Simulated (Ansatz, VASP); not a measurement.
# SnSe in VASP and in Ansatz

```
Sn Se
1.0
     0.00000    3.01000    3.01000
     3.31100    0.00000    3.01000
     3.31100    3.01000    0.00000
Sn Se
1 1
Direct
  0.00000 0.00000 0.00000
  0.50000 0.50000 0.50000
```

Change from the starting cell: strain +0.1000 x Voigt [1, 0, 0, 0, 0, 0], atoms carried along.

Alike in both runs: task single point; functional r2SCAN; k mesh 10 × 10 × 10; occupations gaussian, width 0.05 eV; no spin polarisation.

|  | VASP | Ansatz |
| --- | --- | --- |
| version | VASP 6.6.1 | Ansatz 0.2.0 |
| potentials or method | VASP PAW PBE potentials, release 64 (Sn_d, Se), cutoff 520 eV | scalar-relativistic, plane waves, PAW |
| valence electrons in the cell | 20 | 30 |

Ansatz gave:

* gap on the k mesh at the Fermi level (eV): 0.24
* least direct gap on the mesh (eV): 0.24
* pressure (GPa): -3.2
* traceless stress, the component that is largest in VASP (GPa): -3.90

Question: Estimate VASP's values.

Answer: gap on the k mesh at the Fermi level (eV): 0.24; least direct gap on the mesh (eV): 0.24; pressure (GPa): -3.2; traceless stress, the component that is largest in VASP (GPa): -3.92.

VASP's potentials were made for PBE, not for r2SCAN. VASP's potentials hold 20 valence electrons a cell and Ansatz's 30, so a difference there can come from the potentials and not from the codes.
